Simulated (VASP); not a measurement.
Ru, 1 atom in the cell. The structure is cubic, space group Fm-3m (No. 225). Conventional cell: a = 3.909 Å, b = 3.909 Å, c = 3.909 Å, α = 90.00°, β = 90.00°, γ = 90.00°. Within 3.6 Å of Ru (site symmetry m-3m) lie 12 Ru at 2.76 Å.  This cell differs from its parent crystal: volume 14.935 Å^3 an atom, c/a of the conventional cell 1.0000.

* Program: VASP 6.6.1
* Task: single point
* Functional: PBE
* Potentials or basis: VASP PAW PBE potentials, release 64 (Ru_pv)
* Cutoff: 520 eV
* k mesh: 22 × 22 × 22
* Occupations: gaussian, width 0.15 eV
* Spin: no spin polarisation
* Dipole correction: no
* Further INCAR settings: ALGO = Fast; EDIFF = 1e-06; NBANDS = 13

Potentials or basis: VASP PAW PBE potentials, release 64 (Ru_pv).

Command:

```console
$ cat potpaw_PBE.64/Ru_pv/POTCAR > POTCAR
$ mpirun -np 1 vasp_std > vasp.out
```

Hardware: 1 thread of Intel(R) Xeon(R) Platinum 8259CL CPU @ 2.50GHz (Skylake/Cascade Lake), on a shared host.

Question: Estimate the wall time of this run.

Answer: Run time: 40 s on 1 thread of Intel(R) Xeon(R) Platinum 8259CL CPU @ 2.50GHz (Skylake/Cascade Lake), with other jobs on the host, peak memory 0.18 GiB. Counts: scf iterations 12, k points 328.
